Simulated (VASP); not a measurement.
Runs of VASP 6.6.1 on BaTe. It takes space group Fm-3m (No. 225, cubic). Conventional cell: a = 7.065 Å, b = 7.065 Å, c = 7.065 Å, α = 90.00°, β = 90.00°, γ = 90.00°. Ba (site symmetry m-3m) has 6 Te at 3.53 Å within 4.6 Å. Within 4.6 Å of Te (site symmetry m-3m) lie 6 Ba at 3.53 Å. 

```csv
level,potentials or basis,gap on the mesh (eV),pressure (GPa)
PBE,"VASP PAW PBE potentials, release 64 (Ba_sv, Te)",1.57,0.4
r2SCAN,"VASP PAW PBE potentials, release 64 (Ba_sv, Te)",(b),0.3
HSE06,"VASP PAW PBE potentials, release 64 (Ba_sv, Te)",2.30,0.0
LDA,"VASP PAW LDA potentials, release 64 (Ba_sv, Te)",1.44,(a)
```

Alike in all rows: no spin polarisation; cell as given; smearing gaussian 0.01 eV.

Q: Estimate the missing entries.

A: (a) -2.1; (b) 1.93.

Caveats: spin-orbit coupling is left out, which moves the levels of the heavy elements; the PAW data sets were made with another functional, which shifts forces and pressure a little (at least some runs).

A k mesh can miss the band edges, and the runs leave out spin-orbit coupling on Ba, Te.
